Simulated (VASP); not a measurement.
# NbSnSe4 (P3m1) in VASP: single point with PBE

Aim: the single point of NbSnSe4 with PBE.

Program: VASP 6.6.1. These are calculated values, not measurements. Logs are shortened: lines on timing, memory, paths and dates and some standing lists are left out, and cuts for length are marked.

## Step 1: The cell of the first run

It takes space group P3m1 (No. 156, trigonal). The conventional cell has a = 3.667 Å, b = 3.667 Å, c = 14.437 Å, α = 90.00°, β = 90.00°, γ = 120.00°. Nb (site symmetry 3m) has 6 Se at 2.67 Å within 3.5 Å. Sn (site symmetry 3m) has 6 Se at 2.69 Å within 3.5 Å. Within 3.5 Å of Se (site symmetry 3m) lie 3 Sn at 2.69 Å. Se (site symmetry 3m) has 3 Sn at 2.69 Å within 3.5 Å. Within 3.5 Å of Se (site symmetry 3m) lie 3 Nb at 2.67 Å and 1 Se at 3.24 Å. Within 3.5 Å of Se (site symmetry 3m) lie 3 Nb at 2.67 Å and 1 Se at 3.24 Å.

## Step 2: Single point, PBE, collinear spin

Contents of POSCAR:

```
NbSnSe4
1.0
    3.6674047611      0.0000000000      0.0000000000
   -1.8337023805      3.1760656891      0.0000000000
    0.0000000000      0.0000000000     14.4368112991
Nb Sn Se
1 1 4
Direct
    0.3333333333      0.6666666667      0.0029258261
    0.0000000000      0.0000000000      0.4970796474
    0.6666666667      0.3333333333      0.6121031449
    0.3333333333      0.6666666667      0.3820444136
    0.0000000000      0.0000000000      0.8906721779
    0.0000000000      0.0000000000      0.1151747902
```

Contents of INCAR.step1:

```
  PREC = Accurate
  ENCUT = 400
  EDIFF = 1E-6
  ISMEAR = 0
  SIGMA = 0.1
  LREAL = False
  LASPH = True
  NELM = 200
  ALGO = Normal
  ISIF = 2
  LWAVE = False
  LCHARG = True
  ISPIN = 2
  MAGMOM = 0.5 0 0 0 0 0
  LMAXMIX = 4
  GGA = PE
  NBANDS = 38
  GGA_COMPAT = False
  NEDOS = 2001
  LORBIT = 11
```

Contents of KPOINTS.step1:

```
Automatic mesh
0
Gamma
  12 12 2
```

Contents of INCAR.step2:

```
  PREC = Accurate
  ENCUT = 400
  EDIFF = 1E-6
  ISMEAR = -5
  SIGMA = 0.1
  LREAL = False
  LASPH = True
  NELM = 200
  ALGO = Normal
  ISIF = 2
  LWAVE = False
  LCHARG = False
  ISPIN = 2
  MAGMOM = 0.5 0 0 0 0 0
  LORBIT = 11
  LMAXMIX = 4
  GGA = PE
  NEDOS = 1001
  ICHARG = 11
  GGA_COMPAT = False
```

Contents of KPOINTS.step2:

```
Automatic mesh
0
Gamma
  18 18 3
```

Potentials or basis: VASP PAW PBE potentials, release 64 (Nb_sv, Sn_d, Se).

Run with:

```console
cat potpaw_PBE.64/Nb_sv/POTCAR potpaw_PBE.64/Sn_d/POTCAR potpaw_PBE.64/Se/POTCAR > POTCAR
cp INCAR.step1 INCAR
cp KPOINTS.step1 KPOINTS
mpirun -np 1 vasp_std > vasp.out
cp INCAR.step2 INCAR
cp KPOINTS.step2 KPOINTS
mpirun -np 1 vasp_std > vasp.out
```

OUTCAR:

```text
PREC = Accurate
   ENCUT = 400
   EDIFF = 1E-6
   ISMEAR = -5
   LREAL = False
   LASPH = True
   NELM = 200
   ISIF = 2
   ISPIN = 2
   LORBIT = 11
   GGA = PE
   ICHARG = 11

 ion  position               nearest neighbor table
   1  0.333  0.667  0.003-   6 2.67   6 2.67   6 2.67   5 2.67   5 2.67   5 2.67
   2  0.000  0.000  0.497-   3 2.69   3 2.69   3 2.69   4 2.69   4 2.69   4 2.69
   3  0.667  0.333  0.612-   2 2.69   2 2.69   2 2.69
   4  0.333  0.667  0.382-   2 2.69   2 2.69   2 2.69
   5  0.000  0.000  0.891-   1 2.67   1 2.67   1 2.67
   6  0.000  0.000  0.115-   1 2.67   1 2.67   1 2.67

  LATTYP: Found a hexagonal cell.
 ALAT       =     3.6674047611
 C/A-ratio  =     3.9365197570

  Lattice vectors:

 A1 = (   3.6674047611,   0.0000000000,   0.0000000000)
 A2 = (  -1.8337023805,   3.1760656891,   0.0000000000)
 A3 = (   0.0000000000,   0.0000000000,  14.4368112991)

Analysis of symmetry for initial positions (statically):
=====================================================================
 Subroutine PRICEL returns:
 Original cell was already a primitive cell.

 Routine SETGRP: Setting up the symmetry group for a
 hexagonal supercell.

 Subroutine GETGRP returns: Found  6 space group operations
 (whereof  6 operations were pure point group operations)
 out of a pool of 24 trial point group operations.

The static configuration has the point symmetry C_3v.

Analysis of symmetry for dynamics (positions and initial velocities):
=====================================================================
 Subroutine PRICEL returns:
 Original cell was already a primitive cell.

 Routine SETGRP: Setting up the symmetry group for a
 hexagonal supercell.

 Subroutine GETGRP returns: Found  6 space group operations
 (whereof  6 operations were pure point group operations)
 out of a pool of 24 trial point group operations.

The dynamic configuration has the point symmetry C_3v.

Analysis of structural, dynamic, and magnetic symmetry:
=====================================================================
 Subroutine PRICEL returns:
 Original cell was already a primitive cell.

 Routine SETGRP: Setting up the symmetry group for a
 hexagonal supercell.

 Subroutine GETGRP returns: Found  6 space group operations
 (whereof  6 operations were pure point group operations)
 out of a pool of 24 trial point group operations.

The overall configuration has the point symmetry C_3v.

[... 138 lines left out ...]
   LRPA    =     F    only Hartree local field effects (RPA)
 spin polarized calculation
 Fermi weights with tetrahedron method with Bloechl corrections
  energy-cutoff  :      400.00
  volume of cell :      168.16
 maximum number of plane-waves:      3108

 number of electron      50.9999998 magnetization       0.7097443

 Free energy of the ion-electron system (eV)
  ---------------------------------------------------
  ext. energy  EPLUGINS =         0.00000000
  ---------------------------------------------------
  free energy    TOTEN  =       -31.30373494 eV

  energy without entropy =      -31.30373494  energy(sigma->0) =      -31.30373494

 E-fermi :   3.4985     XC(G=0):  -8.8968

 val. band max:        3.4934697591   @ k =   0.3333   0.3333   0.0000
 cond. band min:       3.4988194459   @ k =   0.2222   0.1667   0.0000
 fundamental gap:      0.0053496868
 Fermi energy:         3.4985458327

 spin component 1

 k-point     1 :       0.0000    0.0000    0.0000
  band No.  band energies     occupation
      1     -52.1073      1.00000
      2     -28.1308      1.00000
      3     -28.1296      1.00000
      4     -28.1296      1.00000
      5     -18.0937      1.00000
      6     -18.0937      1.00000
[... 781 lines left out ...]
     29       5.5174      0.00000
     30       6.5826      0.00000

 [... further k-points ...]

 spin component 2

 k-point     1 :       0.0000    0.0000    0.0000
  band No.  band energies     occupation
      1     -51.7702      1.00000
      2     -27.7720      1.00000
      3     -27.7280      1.00000
      4     -27.7280      1.00000
      5     -18.0937      1.00000
      6     -18.0937      1.00000
[... 781 lines left out ...]
     29       6.0112      0.00000
     30       6.7418      0.00000

 [... further k-points ...]

------------------------ aborting loop because EDIFF is reached ----------------------------------------

  FORCE on cell =-STRESS in cart. coord.  units (eV):
  Direction    XX          YY          ZZ          XY          YZ          ZX
  --------------------------------------------------------------------------------------
  -------------------------------------------------------------------------------------
  Total        0.0056533      0.0056533     -0.1431481      0.0000000     -0.0000000      0.0000000
  in kB        0.0538634      0.0538634     -1.3638814      0.0000000     -0.0000000      0.0000000
  external PRESSURE =      -0.4187182 kB  Pullay stress =       0.0000000 kB

 VOLUME and BASIS-vectors are now :
 -----------------------------------------------------------------------------
  energy-cutoff  :      400.00
  volume of cell :      168.16
      direct lattice vectors                 reciprocal lattice vectors
     3.667404761  0.000000000  0.000000000     0.272672384  0.157427474  0.000000000
    -1.833702380  3.176065689  0.000000000     0.000000000  0.314854949  0.000000000
     0.000000000  0.000000000 14.436811299     0.000000000  0.000000000  0.069267373

 POSITION                                       TOTAL-FORCE (eV/Angst)
 -----------------------------------------------------------------------------------
     -0.00000      2.11738      0.04224         0.000000     -0.000000     -0.001848
      0.00000      0.00000      7.17625        -0.000000      0.000000     -0.000635
      1.83370      1.05869      8.83682        -0.000000      0.000000      0.006953
     -0.00000      2.11738      5.51550        -0.000000      0.000000     -0.007040
      0.00000      0.00000     12.85847        -0.000000      0.000000     -0.027885
      0.00000      0.00000      1.66276        -0.000000      0.000000      0.030455
 -----------------------------------------------------------------------------------
    total drift:                                0.002338     -0.001350     -0.000120

  FREE ENERGIE OF THE ION-ELECTRON SYSTEM (eV)
  ---------------------------------------------------
  free  energy   TOTEN  =       -31.3037349428 eV

  energy  without entropy=      -31.3037349428  energy(sigma->0) =      -31.30373494

 total charge

# of ion       s       p       d       tot
------------------------------------------
    1        2.146   6.004   2.314  10.464
    2        1.057   1.054  10.116  12.226
    3        1.487   2.321   0.030   3.838
    4        1.487   2.321   0.030   3.837
    5        1.468   2.331   0.038   3.837
    6        1.468   2.331   0.038   3.837
--------------------------------------------------
tot          9.113  16.361  12.565  38.039

 magnetization (x)

# of ion       s       p       d       tot
------------------------------------------
    1        0.006   0.007   0.507   0.520
    2        0.000  -0.000  -0.000   0.000
    3        0.000  -0.000  -0.000  -0.000
    4       -0.000  -0.000   0.000  -0.000
    5        0.000  -0.013   0.005  -0.008
    6        0.000  -0.014   0.005  -0.009
--------------------------------------------------
tot          0.007  -0.021   0.518   0.504
```

Run time: 20 min. Hardware: 1 thread of Oxide Virtual Turin-like, shared host; peak memory 0.61 GiB.

What came out:

```yaml
Net_moment: 0.71 μB per cell
Site_moments: Nb +0.52; Sn +0.00; Se -0.00, -0.01 (each value once) μB
Valence_electrons_inside_the_program's_atomic_spheres: Nb 10.46; Sn 12.23; Se 3.84
```

Caveat: a moment this small can come from the mesh or the smearing; spin-orbit coupling is left out, which moves the levels of the heavy elements; this functional lacks dispersion, which binds layers or chains, so the pressure and a relaxed spacing across them are unreliable.
